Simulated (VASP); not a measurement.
Set up this calculation in VASP 6.6.1, as the native input.

- Task: relaxation of cell and atoms
- Functional: PBEsol
- Potentials or basis: VASP PAW PBE potentials, release 64 (Cd, Se)
- Cutoff: 600 eV
- k mesh: 9 × 9 × 6
- Occupations: gaussian, width 0.02 eV
- Spin: no spin polarisation
- Dipole correction: no
- Further INCAR settings: ALGO = Normal; EDIFF = 1e-06; IBRION = 2; EDIFFG = -0.002; NSW = 100; ISIF = 3

The structure of CdSe (sol) lies in POSCAR:

```
CdSe
1.0
    4.3460853800      0.0000000000      0.0000000000
   -2.1730426900      3.7638203500      0.0000000000
    0.0000000000      0.0000000000      7.0898398800
Cd Se
2 2
Direct
    0.6666666700      0.3333333300      0.4999533600
    0.3333333300      0.6666666700      0.9999533600
    0.6666666700      0.3333333300      0.8759066400
    0.3333333300      0.6666666700      0.3759066400
```

The input as run:

INCAR

```
PREC = Accurate
ENCUT = 600
EDIFF = 1E-6
ISMEAR = 0
SIGMA = 0.02
LREAL = F
LASPH = T
NELM = 80
ALGO = Normal
ISIF = 3
LWAVE = F
LCHARG = F
GGA = PS
IBRION = 2
NSW = 100
EDIFFG = -0.002
```

KPOINTS

```
regular mesh
0
Gamma
  9 9 6
```

Potentials or basis: VASP PAW PBE potentials, release 64 (Cd, Se).

Run with:

```console
$ cat potpaw_PBE.64/Cd/POTCAR potpaw_PBE.64/Se/POTCAR > POTCAR
$ mpirun -np 1 vasp_std > vasp.out
```

Results of the run:

```yaml
Relaxed_volume: 28.29 Å³/atom
Relaxed_cell: a = 4.310 Å, b = 4.310 Å, c = 7.034 Å, α = 90.00°, β = 90.00°, γ = 120.00°
Space_group_after_relaxing_to_0.05_Å: P6_3mc (No. 186)
Energy_gained_by_relaxing: 2.7 meV/atom
Ionic_steps: 16
Pressure_after_relaxing: 0.0 GPa
Band_gap_on_the_k_mesh: 0.53 eV, direct
```

Caveat: the PAW data sets were made with another functional, which shifts forces and pressure a little.

Wall time 11 min on 1 thread of Intel Xeon 6975P-C, with other jobs on the host, peak memory 0.37 GiB.
